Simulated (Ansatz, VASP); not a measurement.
## One calculation of Ca, two programs

INCAR

```
  PREC = Accurate
  ENCUT = 520
  EDIFF = 1E-6
  ISMEAR = 0
  SIGMA = 0.15
  LREAL = False
  LASPH = True
  NELM = 100
  ALGO = Normal
  ISIF = 2
  LWAVE = False
  LCHARG = False
  GGA = CA
  NBANDS = 11
```

The input KPOINTS:

```
Automatic mesh
0
Gamma
  16 16 16
```

Contents of POSCAR:

```
Ca
1.0
   -2.1279347719      2.1017318100      2.4453524600
    2.1279347719     -2.1017318100      2.4453524600
    2.1279347719      2.1017318100     -2.4453524600
Ca
1
Direct
    0.5000000000      0.5000000000      0.0000000000
```

Input for Ansatz:

```yaml
crystal:
  lattice:
    - [-2.1279347719, 2.10173181, 2.44535246]
    - [2.1279347719, -2.10173181, 2.44535246]
    - [2.1279347719, 2.10173181, -2.44535246]
  atoms:
    - { symbol: Ca, position: [0.5, 0.5, 0.0] }
basis:
  ecutwfc: 420
kpoints:
  mp_grid: { grid: [16, 16, 16] }
hamiltonian:
  xc: lda
scf:
  occupations: { method: gaussian, width: 0.15 }
output:
  forces: true
  stress: true
  eigenvalues: true
  write_density: true
  write_potential: true
  elf: true
  volumetric_format: npy
```

Change from the starting cell: strain +0.0150 x Voigt [1, 0, 0, 0, 0, 0], atoms carried along.

Alike in both runs: task single point; functional LDA; k mesh 16 × 16 × 16; occupations gaussian, width 0.15 eV; no spin polarisation.

|  | VASP | Ansatz |
| --- | --- | --- |
| version | VASP 6.6.1 | Ansatz 0.2.0 |
| potentials or method | VASP PAW LDA potentials, release 64 (Ca_sv), cutoff 520 eV | scalar-relativistic, plane waves, PAW |
| valence electrons in the cell | 10 | 10 |

```tsv
	VASP	Ansatz	Ansatz less VASP
gap on the k mesh at the Fermi level (eV)	none	none	-
pressure (GPa)	-2.2	-2.2	+0.02
traceless stress, the component that is largest in VASP (GPa)	0.20	0.20	+0.001
```

LDA's correlation is that of Perdew and Zunger in VASP and of Perdew and Wang (1992) in Ansatz. A gap of «none» marks a metal or a gap that the smearing closes.
